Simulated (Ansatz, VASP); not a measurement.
One calculation of Lu, two programs

INCAR

```
SYSTEM = Lu
PREC     = Accurate       ! precision mode
ENCUT    = 520            ! plane-wave cutoff, eV
EDIFF    = 1E-6           ! SCF threshold, eV
ISMEAR   = 0              ! smearing method
SIGMA    = 0.01           ! smearing width, eV
LREAL    = .FALSE.        ! projectors in reciprocal space
LASPH    = .TRUE.         ! aspherical terms in the spheres
NELM     = 60             ! most SCF steps
ALGO     = Normal         ! electronic algorithm
ISIF     = 2              ! what is computed and relaxed
LWAVE    = .FALSE.        ! write WAVECAR
LCHARG   = .FALSE.        ! write CHGCAR
GGA      = CA             ! functional
NBANDS   = 32             ! bands
```

KPOINTS

```
Automatic mesh
0
G
  11 11 6
  0 0 0
```

Contents of POSCAR:

```
Lu
1.0
    3.3823924653      0.0000000000      0.0000000000
   -1.6911962327      2.9292378005      0.0000000000
    0.0000000000      0.0000000000      5.2524129119
Lu
2
Direct
    0.3333333333      0.6666666667      0.2500000000
    0.6666666667      0.3333333333      0.7500000000
```

Input for Ansatz:

```yaml
crystal:
  lattice:
    - [3.3823924653, 0.0, 0.0]
    - [-1.6911962327, 2.9292378005, 0.0]
    - [0.0, 0.0, 5.2524129119]
  atoms:
    - { symbol: Lu, position: [0.3333333333, 0.6666666667, 0.25] }
    - { symbol: Lu, position: [0.6666666667, 0.3333333333, 0.75] }
hamiltonian:
  xc: lda
  pseudopotentials:
    kind: paw
    azcp:
      Lu: "pseudopotentials/Lu.paw.azcp"
basis:
  ecutwfc: 420
  fft_grid_basis: typed
kpoints:
  mp_grid: { grid: [11, 11, 6], shift: [0, 0, 0] }
magnetization:
  spin_polarized: false
scf:
  occupations: { method: gaussian, width: 0.01 }
  lower_state_search: "off"
output:
  stress: true
```

Alike in both runs: task single point; functional LDA; k mesh 11 × 11 × 6; occupations gaussian, width 0.01 eV; no spin polarisation.

|  | VASP | Ansatz |
| --- | --- | --- |
| version | VASP 6.6.1 | Ansatz 0.2.0 |
| potentials or method | VASP PAW PBE potentials, release 64 (Lu), cutoff 520 eV | plane waves (420 eV) with PAW, scalar-relativistic |
| valence electrons in the cell | 50 | 50 |

```tsv
	VASP	Ansatz	Ansatz less VASP
pressure (GPa)	-0.1	-0.3	-0.27
traceless stress, the component that is largest in VASP (GPa)	-0.49	-0.46	+0.040
```

VASP's potentials were made for PBE, not for LDA, and Ansatz warns of the same on its side. LDA's correlation is that of Perdew and Zunger in VASP and of Perdew and Wang (1992) in Ansatz.

Spin-orbit coupling is off throughout.
